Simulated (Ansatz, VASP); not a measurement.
## Two plane-wave programs on Mg2Zn3O5

```
CELL_PARAMETERS angstrom
-1.52091 1.52091 10.75450
1.52091 -1.52091 10.75450
1.52091 1.52091 -10.75450
ATOMIC_POSITIONS crystal
Mg 0.30011 0.30011 0.00000
Mg 0.69989 0.69989 0.00000
Zn 0.89922 0.89922 0.00000
Zn 0.10078 0.10078 0.00000
Zn 0.50000 0.50000 0.00000
O 0.79865 0.79865 0.00000
O 0.20135 0.20135 0.00000
O 0.60133 0.60133 0.00000
O 0.00000 0.00000 0.00000
O 0.39867 0.39867 0.00000
```

Alike in both runs: functional PBE; k mesh 12 × 12 × 12; occupations gaussian, width 0.02 eV; no spin polarisation.

Ansatz relaxed the structure, and its values are those at the end. VASP's run is a single point on that final structure, the one shown.

```csv
,VASP,Ansatz
version,VASP 6.6.1,Ansatz 0.2.0
potentials or method,"VASP PAW PBE potentials, release 64 (Mg, Zn, O), cutoff 520 eV","scalar-relativistic, plane waves, PAW"
valence electrons in the cell,70,86
```

```tsv
	VASP	Ansatz	Ansatz less VASP
gap on the k mesh at the Fermi level (eV)	1.54	1.57	+0.028
least direct gap on the mesh (eV)	2.47	2.49	+0.020
pressure (GPa)	0.3	0.0	-0.31
rms of the force components (eV/Å)	0.016	0.002	-0.0144
```

VASP's potentials hold 70 valence electrons a cell and Ansatz's 86, so a difference there can come from the potentials and not from the codes.
